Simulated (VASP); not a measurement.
# Rh (Fm-3m) in VASP: single point with LDA

Aim: the single point of Rh with LDA.

All numbers are computed with VASP 6.6.1; they aren't measurements. Logs are shortened: lines on timing, memory, paths and dates and some standing lists are left out, and cuts for length are marked.

## (1) The cell of the first run

The structure is cubic, space group Fm-3m (No. 225). Conventional cell: a = 3.754 Å, b = 3.754 Å, c = 3.754 Å, α = 90.00°, β = 90.00°, γ = 90.00°. Rh (site symmetry m-3m) has 12 Rh at 2.65 Å within 3.5 Å.

## (2) Single point, LDA

INCAR

```
PREC = Accurate
ENCUT = 520
EDIFF = 1E-6
ISMEAR = 0
SIGMA = 0.1
LREAL = F
LASPH = T
NELM = 100
ALGO = Fast
ISIF = 2
LWAVE = F
LCHARG = T
LELF = T
LVHAR = T
ISYM = 0
NBANDS = 14
```

KPOINTS

```
regular mesh
0
Gamma
  15 15 16
```

POSCAR

```
Rh
1.0
    2.6542592381      0.0000000000      0.0000000000
   -1.3271296191      2.2986559285      0.0000000000
    1.3271296191      0.7662186428      2.1671935928
Rh
1
Direct
    0.0000000000      0.0000000000      0.0000000000
```

Potentials or basis: VASP PAW LDA potentials, release 64 (Rh_pv).

Run with:

```
cat potpaw_LDA.64/Rh_pv/POTCAR > POTCAR
mpirun -np 1 vasp_std > vasp.out
```

OUTCAR:

```text
PREC = Accurate
   ENCUT = 520
   EDIFF = 1E-6
   ISMEAR = 0
   LREAL = F
   LASPH = T
   NELM = 100
   ISIF = 2
   ISYM = 0

 ion  position               nearest neighbor table
   1  0.000  0.000  0.000-

IMPORTANT INFORMATION: All symmetrisations will be switched off!
NOSYMM: (Re-)initialisation of all symmetry stuff for point group C_1.

----------------------------------------------------------------------------------------

                                     Primitive cell

  volume of cell :      13.2225

  direct lattice vectors                    reciprocal lattice vectors
     2.654259238  0.000000000  0.000000000     0.376752951  0.217518418 -0.307617496
    -1.327129619  2.298655929  0.000000000     0.000000000  0.435036835 -0.153808748
     1.327129619  0.766218643  2.167193593     0.000000000  0.000000000  0.461426244

  length of vectors
     2.654259238  2.654259238  2.654259238     0.532809133  0.461426244  0.461426244

  position of ions in fractional coordinates (direct lattice)
     0.000000000  0.000000000  0.000000000

  ion indices of the primitive-cell ions
   primitive index   ion index
                 1           1

----------------------------------------------------------------------------------------

 KPOINTS: regular mesh

Automatic generation of k-mesh.
 Grid dimensions read from file:
 generate k-points for:   15   15   16

 Generating k-lattice:

  Cartesian coordinates                     Fractional coordinates (reciprocal lattice)
     0.025116863  0.014501228 -0.020507833     0.066666667  0.000000000 -0.000000000
     0.000000000  0.029002456 -0.010253917     0.000000000  0.066666667  0.000000000
     0.000000000  0.000000000  0.028839140     0.000000000  0.000000000  0.062500000

  Length of vectors
     0.035520609  0.030761750  0.028839140

  Shift w.r.t. Gamma in fractional coordinates (k-lattice)
     0.000000000  0.000000000  0.000000000

 -----------------------------------------------------------------------------
|                                                                             |
|           W    W    AA    RRRRR   N    N  II  N    N   GGGG   !!!           |
|           W    W   A  A   R    R  NN   N  II  NN   N  G    G  !!!           |
|           W    W  A    A  R    R  N N  N  II  N N  N  G       !!!           |
|           W WW W  AAAAAA  RRRRR   N  N N  II  N  N N  G  GGG   !            |
|           WW  WW  A    A  R   R   N   NN  II  N   NN  G    G                |
|           W    W  A    A  R    R  N    N  II  N    N   GGGG   !!!           |
|                                                                             |
|     Your reciprocal lattice and k-lattice belong to different lattice       |
|     classes:                                                                |
|                                                                             |
|        The reciprocal lattice is body-centered cubic,                       |
|        whereas your k-lattice is base-centered monoclinic.                  |
|                                                                             |
|     Results are often still useful ...                                      |
|                                                                             |
 -----------------------------------------------------------------------------

 WARNING: IBZKPT: internal override: KBLOWUP is changed to .FALSE.
      ... skipping the blow-up phase ...

 Subroutine IBZKPT returns following result:
 ===========================================

 Found   1801 irreducible k-points:

 Following reciprocal coordinates:
            Coordinates               Weight
  0.000000  0.000000  0.000000      1.000000
  0.066667  0.000000 -0.000000      2.000000
  0.133333  0.000000 -0.000000      2.000000
  0.200000 -0.000000  0.000000      2.000000
  0.266667  0.000000 -0.000000      2.000000
  0.333333 -0.000000 -0.000000      2.000000
[... 16 lines left out ...]
 -0.066667  0.066667  0.000000      2.000000
  0.000000  0.133333  0.000000      2.000000
 [... further k-points ...]
   k-points           NKPTS =   1801   k-points in BZ     NKDIM =   1801   number of bands    NBANDS=     14
   number of dos      NEDOS =    301   number of ions     NIONS =      1
   total plane-waves  NPLWV =   8000
   dimension x,y,z NGX =    20 NGY =   20 NGZ =   20
   dimension x,y,z NGXF=    40 NGYF=   40 NGZF=   40
   ions per type =               1
   NGX,Y,Z   is equivalent  to a cutoff of  12.53, 12.53, 12.53 a.u.
   NGXF,Y,Z  is equivalent  to a cutoff of  25.05, 25.05, 25.05 a.u.
 SYSTEM =  unknown system
   PREC   = accura    normal or accurate (medium, high low for compatibility)
   ISTART =      0    job   : 0-new  1-cont  2-samecut
   ICHARG =      2    charge: 1-file 2-atom 10-const
   ISPIN  =      1    spin polarized calculation?
   LNONCOLLINEAR =      F non collinear calculations
   LSORBIT =      F    spin-orbit coupling
   LASPH  =      T    aspherical Exc in radial PAW
   ENCUT  =  520.0 eV  38.22 Ry    6.18 a.u.   4.94  4.94  4.94*2*pi/ulx,y,z
   NELM   =    100;   NELMIN=  2; NELMDL= -5     # of ELM steps
   EDIFF  = 0.1E-05   stopping-criterion for ELM
   LREAL  =      F    real-space projection
   EDIFFG = 0.1E-04   stopping-criterion for IOM
   NSW    =      0    number of steps for IOM
   IBRION =     -1    ionic relax: 0-MD 1-quasi-New 2-CG
   NFREE  =      0    steps in history (QN), initial steepest desc. (CG)
   ISIF   =      2    stress and relaxation
   ISYM   =      0    0-nonsym 1-usesym 2-fastsym
   POTIM  = 0.5000    time-step for ionic-motion
   TEBEG  =    0.0;   TEEND  =   0.0 temperature during run
   PSTRESS=    0.0 pullay stress
   NELECT =      15.0000    total number of electrons
   NUPDOWN=      -1.0000    fix difference up-down
   EMIN   =  10.00;   EMAX   =-10.00  energy-range for DOS
   EFERMI =   0.00;   METHOD = LEGACY
   ISMEAR =     0;   SIGMA  =   0.10  broadening in eV -4-tet -1-fermi 0-gaus
   EFERMI_NEDOS =   21; number of points for ismear=-14 and -15
   IALGO  =     68    algorithm
   IMIX   =      4    mixing-type and parameters
     AMIX     =   0.40;   BMIX     =  1.00
     AMIX_MAG =   1.60;   BMIX_MAG =  1.00
  volume/ion in A,a.u.               =      13.22        89.23
  Fermi-wavevector in a.u.,A,eV,Ry     =   1.707393  3.226506 39.663595  2.915192
  Thomas-Fermi vector in A             =   2.786254
   LORBIT       =      0    0 simple, 1 ext, 2 COOP (PROOUT), +10 PAW based schemes
   GGA     = CA    functional components
   LHFCALC =     F    Hartree Fock is set to
   AEXX    =    0.0000 exact exchange contribution
   IVDW    =     0    specifies the selected vdW correction
   LEPSILON=     F    determine dielectric tensor
   LRPA    =     F    only Hartree local field effects (RPA)
 non-spin polarized calculation
 RMM-DIIS sequential band-by-band and
 Gauss-broadening in eV      SIGMA  =   0.10
  energy-cutoff  :      520.00
  volume of cell :       13.22
 maximum number of plane-waves:       367
   NGX =  9   NGY =  9   NGZ =  9

 number of electron      15.0000002 magnetization

 Free energy of the ion-electron system (eV)
  ---------------------------------------------------
  ext. energy  EPLUGINS =         0.00000000
  ---------------------------------------------------
  free energy    TOTEN  =        -8.68687005 eV

  energy without entropy =       -8.68027853  energy(sigma->0) =       -8.68357429

 E-fermi :  12.4573     XC(G=0): -14.6023

 val. band max:       12.4569592003   @ k =  -0.2667  -0.4000   0.1250
 cond. band min:      12.4573654739   @ k =   0.1333   0.0000   0.3125
 fundamental gap:      0.0004062736
 Fermi energy:        12.4572674281

 k-point     1 :       0.0000    0.0000    0.0000
  band No.  band energies     occupation
      1     -33.7944      2.00000
      2     -33.7908      2.00000
      3     -33.7867      2.00000
      4       4.1280      2.00000
      5       9.1398      2.00000
      6       9.1412      2.00000
      7       9.1422      2.00000
      8      11.3996      2.00000
      9      11.4014      2.00000
     10      28.3570      0.00000
     11      32.6746      0.00000
     12      33.9862      0.00000
     13      33.9880      0.00000
     14      33.9887      0.00000

 k-point     2 :       0.0667    0.0000   -0.0000
  band No.  band energies     occupation
      1     -33.8274      2.00000
      2     -33.8081      2.00000
      3     -33.8011      2.00000
      4       4.3763      2.00000
      5       8.9713      2.00000
      6       9.2701      2.00000
      7       9.2723      2.00000
      8      11.2188      2.00000
      9      11.4634      2.00000
     10      28.7371      0.00000
     11      32.6730      0.00000
     12      33.2789      0.00000
     13      34.0489      0.00000
     14      34.0513      0.00000

 k-point     3 :       0.1333    0.0000   -0.0000
  band No.  band energies     occupation
      1     -33.9315      2.00000
      2     -33.8466      2.00000
      3     -33.8397      2.00000
      4       5.0718      2.00000
      5       8.5172      2.00000
      6       9.6550      2.00000
      7       9.6571      2.00000
      8      10.7539      2.00000
      9      11.6470      2.00000
     10      29.7952      0.00000
     11      32.2139      0.00000
     12      32.6789      0.00000
     13      33.9789      0.00000
     14      33.9809      0.00000
[... 324 lines left out ...]
 k-point    23 :      -0.0667    0.0667    0.0000
  band No.  band energies     occupation
      1     -33.8314      2.00000
      2     -33.7969      2.00000
      3     -33.7922      2.00000
      4       4.3141      2.00000
      5       9.0559      2.00000
      6       9.2149      2.00000
      7       9.2160      2.00000
      8      11.3571      2.00000
      9      11.3587      2.00000
     10      28.6378      0.00000
     11      32.6721      0.00000
     12      33.0441      0.00000
     13      34.2677      0.00000
     14      34.2698      0.00000

 k-point    24 :       0.0000    0.1333    0.0000
  band No.  band energies     occupation
      1     -33.9389      2.00000
      2     -33.8114      2.00000
      3     -33.8066      2.00000
      4       4.8333      2.00000
      5       8.8664      2.00000
      6       9.3948      2.00000
      7       9.3951      2.00000
      8      11.2828      2.00000
      9      11.2838      2.00000
     10      29.3539      0.00000
     11      31.2148      0.00000
     12      32.6763      0.00000
     13      35.0748      0.00000
     14      35.0769      0.00000

 [... further k-points ...]

------------------------ aborting loop because EDIFF is reached ----------------------------------------

  FORCE on cell =-STRESS in cart. coord.  units (eV):
  Direction    XX          YY          ZZ          XY          YZ          ZX
  --------------------------------------------------------------------------------------
  -------------------------------------------------------------------------------------
  Total        0.0797383      0.0705395      0.0927738      0.0079591      0.0011312      0.0019577
  in kB        9.6619024      8.5472807     11.2414166      0.9644070      0.1370713      0.2372200
  external PRESSURE =       9.8168666 kB  Pullay stress =       0.0000000 kB

 VOLUME and BASIS-vectors are now :
 -----------------------------------------------------------------------------
  energy-cutoff  :      520.00
  volume of cell :       13.22
      direct lattice vectors                 reciprocal lattice vectors
     2.654259238  0.000000000  0.000000000     0.376752951  0.217518418 -0.307617496
    -1.327129619  2.298655929  0.000000000     0.000000000  0.435036835 -0.153808748
     1.327129619  0.766218643  2.167193593     0.000000000  0.000000000  0.461426244

 POSITION                                       TOTAL-FORCE (eV/Angst)
 -----------------------------------------------------------------------------------
      0.00000      0.00000      0.00000         0.000000     -0.000000      0.000000
 -----------------------------------------------------------------------------------
    total drift:                                0.000000     -0.000000      0.000000

  FREE ENERGIE OF THE ION-ELECTRON SYSTEM (eV)
  ---------------------------------------------------
  free  energy   TOTEN  =        -8.6868700483 eV

  energy  without entropy=       -8.6802785263  energy(sigma->0) =       -8.68357429
```

It took 6.9 min on 1 thread of Intel Xeon 8259CL, shared host; peak memory 0.39 GiB.

Results:

```
Free energy            : -8.6869 eV
Pressure               : 1.0 GPa
Band gap on the k mesh : zero (an odd number of electrons rules out a gap without spin polarisation)
```
